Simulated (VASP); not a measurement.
# GaP2 (P1) in VASP: relaxation of cell and atoms with PBE

Aim: the relaxation of cell and atoms of GaP2 with PBE.

Everything below comes from runs of VASP 6.6.1. Logs are shortened: lines on timing, memory, paths and dates and some standing lists are left out, and cuts for length are marked.

### Step 1. The cell of the first run

The typed cell holds 6 atoms: a = 2.559 Å, b = 2.528 Å, c = 15.343 Å, α = 90.32°, β = 89.42°, γ = 90.77°.

### Step 2. Relaxation of cell and atoms, PBE

Contents of INCAR:

```
SYSTEM = GaP2
  PREC = Accurate
  ENCUT = 600
  EDIFF = 1E-6
  ISMEAR = 0
  SIGMA = 0.2
  LREAL = .False.
  LASPH = .True.
  NELM = 100
  ALGO = Normal
  ISIF = 3
  LWAVE = .False.
  LCHARG = .False.
  GGA = PE
  IBRION = 2
  NSW = 80
  EDIFFG = -0.025
```

Contents of KPOINTS:

```
Automatic mesh
0
Gamma
  8 8 2
  0 0 0
```

Contents of POSCAR:

```
GaP2
1.0
    2.5594099692     -0.0170446567      0.0128378727
   -0.0170446567      2.5278774347     -0.0070052851
    0.0779581027     -0.0425396597     15.3426383989
Ga P
2 4
Direct
    0.0173827511      0.0226081479      0.2493989736
    0.0156822923      0.0173651313      0.7506173523
    0.0098343114      0.0166597447      0.4293549655
    0.0215587919     -0.0323702180      0.9225306646
   -0.0474569319     -0.0174950194      0.0738558942
   -0.0170012148     -0.0067677865      0.5742421497
```

Potentials or basis: VASP PAW PBE potentials, release 64 (Ga_d, P).

Run with:

```
cat potpaw_PBE.64/Ga_d/POTCAR potpaw_PBE.64/P/POTCAR > POTCAR
mpirun -np 1 vasp_std > vasp.out
```

OUTCAR:

```text
SYSTEM = GaP2
   PREC = Accurate
   ENCUT = 600
   EDIFF = 1E-6
   ISMEAR = 0
   LREAL = .False.
   LASPH = .True.
   NELM = 100
   ISIF = 3
   GGA = PE
   IBRION = 2
   NSW = 80
   EDIFFG = -0.025

 ion  position               nearest neighbor table
   1  0.017  0.023  0.249-   5 2.70   3 2.76
   2  0.016  0.017  0.751-   4 2.64   6 2.71
   3  0.010  0.017  0.429-   6 2.22   1 2.76
   4  0.022  0.968  0.923-   5 2.33   2 2.64
   5  0.953  0.983  0.074-   4 2.33   1 2.70
   6  0.983  0.993  0.574-   3 2.22   2 2.71

  LATTYP: Found a triclinic cell.
 ALAT       =     2.5279446037
 B/A-ratio  =     1.4134902159
 C/A-ratio  =     6.2206802940
 COS(alpha) =     0.0003620603
 COS(beta)  =     0.1574954636
 COS(gamma) =     0.6978592274

  Lattice vectors:

 A1 = (   0.0170446567,  -2.5278774347,   0.0070052851)
 A2 = (  -2.5423653125,  -2.5108327780,  -0.0058325876)
 A3 = (   2.4984965232,  -2.5023824317, -15.3227952411)

Analysis of symmetry for initial positions (statically):
=====================================================================
 Subroutine PRICEL returns:
 Original cell was already a primitive cell.

 Routine SETGRP: Setting up the symmetry group for a
 triclinic supercell.

 Subroutine GETGRP returns: Found  1 space group operations
 (whereof  1 operations were pure point group operations)
 out of a pool of  2 trial point group operations.

The static configuration has the point symmetry C_1 .

Analysis of symmetry for dynamics (positions and initial velocities):
=====================================================================
 Subroutine PRICEL returns:
 Original cell was already a primitive cell.

 Routine SETGRP: Setting up the symmetry group for a
 triclinic supercell.

 Subroutine GETGRP returns: Found  1 space group operations
 (whereof  1 operations were pure point group operations)
 out of a pool of  2 trial point group operations.

The dynamic configuration has the point symmetry C_1 .

 Subroutine INISYM returns: Found  1 space group operations
 (whereof  1 operations are pure point group operations),
 and found     1 'primitive' translations

----------------------------------------------------------------------------------------

                                     Primitive cell

  volume of cell :      99.2572

  direct lattice vectors                    reciprocal lattice vectors
     2.559409969 -0.017044657  0.012837873     0.390742484  0.002629168 -0.001978128
    -0.017044657  2.527877435 -0.007005285     0.002629168  0.395609530  0.001083525
     0.077958103 -0.042539660 15.342638399    -0.000325751  0.000178431  0.065179988

  length of vectors
     2.559498920  2.527944604 15.342895428     0.390756336  0.395619750  0.065181046

  position of ions in fractional coordinates (direct lattice)
     0.017382751  0.022608148  0.249398974
     0.015682292  0.017365131  0.750617352
     0.009834311  0.016659745  0.429354966
     0.021558792  0.967629782  0.922530665
     0.952543068  0.982504981  0.073855894
     0.982998785  0.993232214  0.574242150

  ion indices of the primitive-cell ions
   primitive index   ion index
                 1           1
                 2           2
                 3           3
                 4           4
                 5           5
                 6           6

----------------------------------------------------------------------------------------

 KPOINTS: Automatic mesh

Automatic generation of k-mesh.
 Grid dimensions read from file:
 generate k-points for:    8    8    2

 Generating k-lattice:

  Cartesian coordinates                     Fractional coordinates (reciprocal lattice)
     0.048842810  0.000328646 -0.000247266     0.125000000  0.000000000  0.000000000
     0.000328646  0.049451191  0.000135441     0.000000000  0.125000000 -0.000000000
    -0.000162876  0.000089216  0.032589994     0.000000000 -0.000000000  0.500000000

  Length of vectors
     0.048844542  0.049452469  0.032590523

  Shift w.r.t. Gamma in fractional coordinates (k-lattice)
     0.000000000  0.000000000  0.000000000

 Subroutine IBZKPT returns following result:
 ===========================================

 Found     68 irreducible k-points:

 Following reciprocal coordinates:
            Coordinates               Weight
  0.000000  0.000000  0.000000      1.000000
  0.125000  0.000000 -0.000000      2.000000
  0.250000  0.000000 -0.000000      2.000000
  0.375000 -0.000000 -0.000000      2.000000
  0.500000  0.000000 -0.000000      1.000000
 -0.000000  0.125000  0.000000      2.000000
[... 16 lines left out ...]
  0.125000  0.375000 -0.000000      2.000000
  0.250000  0.375000 -0.000000      2.000000
 [... further k-points ...]
   k-points           NKPTS =     68   k-points in BZ     NKDIM =     68   number of bands    NBANDS=     27
   number of dos      NEDOS =    301   number of ions     NIONS =      6
   total plane-waves  NPLWV =  50400
   dimension x,y,z NGX =    20 NGY =   20 NGZ =  126
   dimension x,y,z NGXF=    40 NGYF=   40 NGZF=  252
   ions per type =               2   4
   NGX,Y,Z   is equivalent  to a cutoff of  12.99, 13.15, 13.65 a.u.
   NGXF,Y,Z  is equivalent  to a cutoff of  25.98, 26.31, 27.31 a.u.
 SYSTEM =  GaP2
   PREC   = accura    normal or accurate (medium, high low for compatibility)
   ISTART =      0    job   : 0-new  1-cont  2-samecut
   ICHARG =      2    charge: 1-file 2-atom 10-const
   ISPIN  =      1    spin polarized calculation?
   LNONCOLLINEAR =      F non collinear calculations
   LSORBIT =      F    spin-orbit coupling
   LASPH  =      T    aspherical Exc in radial PAW
   ENCUT  =  600.0 eV  44.10 Ry    6.64 a.u.   5.11  5.05 30.64*2*pi/ulx,y,z
   NELM   =    100;   NELMIN=  2; NELMDL= -5     # of ELM steps
   EDIFF  = 0.1E-05   stopping-criterion for ELM
   LREAL  =      F    real-space projection
   EDIFFG = -.3E-01   stopping-criterion for IOM
   NSW    =     80    number of steps for IOM
   IBRION =      2    ionic relax: 0-MD 1-quasi-New 2-CG
   NFREE  =      1    steps in history (QN), initial steepest desc. (CG)
   ISIF   =      3    stress and relaxation
   ISYM   =      2    0-nonsym 1-usesym 2-fastsym
   POTIM  = 0.5000    time-step for ionic-motion
   TEBEG  =    0.0;   TEEND  =   0.0 temperature during run
   PSTRESS=    0.0 pullay stress
   NELECT =      46.0000    total number of electrons
   NUPDOWN=      -1.0000    fix difference up-down
   EMIN   =  10.00;   EMAX   =-10.00  energy-range for DOS
   EFERMI =   0.00;   METHOD = LEGACY
   ISMEAR =     0;   SIGMA  =   0.20  broadening in eV -4-tet -1-fermi 0-gaus
   EFERMI_NEDOS =   21; number of points for ismear=-14 and -15
   IALGO  =     38    algorithm
   IMIX   =      4    mixing-type and parameters
     AMIX     =   0.40;   BMIX     =  1.00
     AMIX_MAG =   1.60;   BMIX_MAG =  1.00
  volume/ion in A,a.u.               =      16.54       111.64
  Fermi-wavevector in a.u.,A,eV,Ry     =   1.266893  2.394081 21.837608  1.605019
  Thomas-Fermi vector in A             =   2.400070
   LORBIT       =      0    0 simple, 1 ext, 2 COOP (PROOUT), +10 PAW based schemes
   GGA     = PE    functional components
   LHFCALC =     F    Hartree Fock is set to
   AEXX    =    0.0000 exact exchange contribution
   IVDW    =     0    specifies the selected vdW correction
   LEPSILON=     F    determine dielectric tensor
   LRPA    =     F    only Hartree local field effects (RPA)
 conjugate gradient relaxation of ions
 non-spin polarized calculation
 Gauss-broadening in eV      SIGMA  =   0.20
  energy-cutoff  :      600.00
  volume of cell :       99.26
 maximum number of plane-waves:      3337
   NGX = 11   NGY = 11   NGZ = 61

--------------------------------------- Ionic step        1  -------------------------------------------

 number of electron      45.9999994 magnetization

 Free energy of the ion-electron system (eV)
  ---------------------------------------------------
  ext. energy  EPLUGINS =         0.00000000
  ---------------------------------------------------
  free energy    TOTEN  =       -26.18294966 eV

  energy without entropy =      -26.11167343  energy(sigma->0) =      -26.14731154

------------------------ aborting loop because EDIFF is reached ----------------------------------------

  FORCE on cell =-STRESS in cart. coord.  units (eV):
  Direction    XX          YY          ZZ          XY          YZ          ZX
  --------------------------------------------------------------------------------------
  -------------------------------------------------------------------------------------
  Total        1.6222134      1.4065056      0.8784727     -0.2955836      0.0691596      0.2054769
  in kB       26.1852348     22.7033502     14.1800175     -4.7712135      1.1163508      3.3167407
  external PRESSURE =      21.0228675 kB  Pullay stress =       0.0000000 kB
[... 101 lines left out ...]
  FREE ENERGIE OF THE ION-ELECTRON SYSTEM (eV)
  ---------------------------------------------------
  free  energy   TOTEN  =       -26.2172518719 eV

  energy  without entropy=      -26.1445396785  energy(sigma->0) =      -26.18089578

[... ionic steps 4 to 24 ...]

--------------------------------------- Ionic step       25  -------------------------------------------

 number of electron      45.9999990 magnetization

------------------------ aborting loop because EDIFF is reached ----------------------------------------

  FORCE on cell =-STRESS in cart. coord.  units (eV):
  Direction    XX          YY          ZZ          XY          YZ          ZX
  --------------------------------------------------------------------------------------
  -------------------------------------------------------------------------------------
  Total       -0.0486378     -0.0736474     -0.0176105     -0.0108970      0.0123881     -0.0506963
  in kB       -0.7800096     -1.1810923     -0.2824218     -0.1747560      0.1986689     -0.8130229
  external PRESSURE =      -0.7478412 kB  Pullay stress =       0.0000000 kB
[... 65 lines left out ...]
  energy  without entropy=      -26.2285067776  energy(sigma->0) =      -26.25029905

--------------------------------------- Ionic step       27  -------------------------------------------

 number of electron      45.9999998 magnetization

 Free energy of the ion-electron system (eV)
  ---------------------------------------------------
  ext. energy  EPLUGINS =         0.00000000
  ---------------------------------------------------
  free energy    TOTEN  =       -26.27230252 eV

  energy without entropy =      -26.22879859  energy(sigma->0) =      -26.25055056

 E-fermi :   7.3963     XC(G=0): -10.9768

 val. band max:        7.3695471352   @ k =   0.3750  -0.0000  -0.0000
 cond. band min:       7.4002742200   @ k =   0.3750   0.3750  -0.0000
 fundamental gap:      0.0307270848
 Fermi energy:         7.3962983118

 k-point     1 :       0.0000    0.0000    0.0000
  band No.  band energies     occupation
      1      -8.0181      2.00000
      2      -8.0173      2.00000
      3      -7.9397      2.00000
      4      -7.8179      2.00000
      5      -7.6934      2.00000
      6      -7.6188      2.00000
[... 709 lines left out ...]
     26       8.0412      0.00001
     27       8.1771      0.00000

 [... further k-points ...]

------------------------ aborting loop because EDIFF is reached ----------------------------------------

  FORCE on cell =-STRESS in cart. coord.  units (eV):
  Direction    XX          YY          ZZ          XY          YZ          ZX
  --------------------------------------------------------------------------------------
  -------------------------------------------------------------------------------------
  Total       -0.0214923     -0.0215611      0.0889685      0.0119352      0.0022807     -0.0491315
  in kB       -0.3450369     -0.3461414      1.4282975      0.1916070      0.0366140     -0.7887564
  external PRESSURE =       0.2457064 kB  Pullay stress =       0.0000000 kB
[... 21 lines left out ...]
  FREE ENERGIE OF THE ION-ELECTRON SYSTEM (eV)
  ---------------------------------------------------
  free  energy   TOTEN  =       -26.2723025213 eV

  energy  without entropy=      -26.2287985903  energy(sigma->0) =      -26.25055056

 reached required accuracy - stopping structural energy minimisation
```

It took 28 min on 1 thread of Intel Xeon 6975P-C (Granite Rapids), shared host; peak memory 0.35 GiB.

What came out:

- Free energy: -26.2723 eV
- Relaxed volume: 16.63 Å³/atom
- Relaxed cell: a = 2.550 Å, b = 2.551 Å, c = 15.395 Å, α = 89.97°, β = 89.90°, γ = 95.00°
- Space group after relaxing (to 0.1 Å): Cmmm (No. 65)
- Energy gained by relaxing: 14.9 meV/atom
- Ionic steps: 27
- Pressure after relaxing: 0.0 GPa
- Largest force after relaxing: 0.023 eV/Å
- Band gap on the k mesh: zero (bands 23 and 24 overlap by 6.46 eV)

Forces on the atoms (eV/Å):
```
Ga  -0.008 -0.008 -0.003
Ga  -0.006 -0.006  0.004
P    0.010 -0.007  0.020
P    0.007  0.007 -0.004
P    0.002  0.008  0.003
P   -0.006  0.005 -0.019
```

Stress tensor (GPa, compression positive):
```
-0.03  0.02 -0.08
 0.02 -0.03  0.00
-0.08  0.00  0.14
```

The path:
| step | energy change (eV) | largest force (eV/Å) | pressure (GPa) | volume (Å³) |
| --- | --- | --- | --- | --- |
| 1 | 0.0000 | 0.6322 | 2.10 | 99.26 |
| 2 | -0.0335 | 0.2195 | -1.06 | 102.41 |
| 3 | -0.0343 | 0.2106 | -0.65 | 101.97 |
| 4 | -0.0448 | 0.1181 | -0.36 | 101.52 |
| 5 | -0.0470 | 0.1382 | -0.14 | 101.22 |
| 6 | -0.0532 | 0.1425 | 0.07 | 100.78 |
| 7 | -0.0648 | 0.1884 | 0.77 | 99.46 |
| 8 | -0.0694 | 0.1581 | 0.57 | 99.57 |
| 9 | -0.0760 | 0.1912 | -0.04 | 99.88 |
| 10 | -0.0790 | 0.1590 | -0.07 | 99.88 |
| 11 | -0.0837 | 0.0572 | -0.13 | 99.89 |
| 12 | -0.0839 | 0.0388 | -0.13 | 99.90 |
| 13 | -0.0856 | 0.0313 | 0.01 | 99.75 |
| 14 | -0.0862 | 0.0374 | 0.16 | 99.61 |
| 15 | -0.0863 | 0.0427 | 0.23 | 99.57 |
| 16 | -0.0870 | 0.0416 | 0.02 | 99.84 |
| 17 | -0.0872 | 0.0437 | -0.18 | 100.07 |
| 18 | -0.0877 | 0.0336 | -0.04 | 99.97 |
| 19 | -0.0878 | 0.0340 | 0.00 | 99.93 |
| 20 | -0.0877 | 0.0437 | 0.09 | 99.87 |
| 21 | -0.0878 | 0.0346 | 0.01 | 99.92 |
| 22 | -0.0881 | 0.0303 | 0.03 | 99.89 |
| 23 | -0.0886 | 0.0368 | 0.06 | 99.81 |
| 24 | -0.0888 | 0.0366 | -0.02 | 99.84 |
| 25 | -0.0891 | 0.0374 | -0.07 | 99.90 |
| 26 | -0.0891 | 0.0377 | -0.14 | 99.92 |
| 27 | -0.0894 | 0.0234 | 0.02 | 99.80 |

Final structure:
```cif
data_structure
_symmetry_space_group_name_H-M 'P 1'
_symmetry_Int_Tables_number 1
_cell_length_a 2.5504
_cell_length_b 2.5514
_cell_length_c 15.3953
_cell_angle_alpha 89.966
_cell_angle_beta 89.896
_cell_angle_gamma 95.001
_cell_volume 99.80
loop_
_atom_site_label
_atom_site_type_symbol
_atom_site_fract_x
_atom_site_fract_y
_atom_site_fract_z
_atom_site_occupancy
Ga1 Ga 0.00615 0.00627 0.25003 1
Ga2 Ga 0.00450 0.00435 0.74996 1
P1 P 0.99970 0.00796 0.42366 1
P2 P 0.99403 0.98790 0.92384 1
P3 P 0.99412 0.98780 0.07619 1
P4 P 0.00150 0.00572 0.57631 1
```
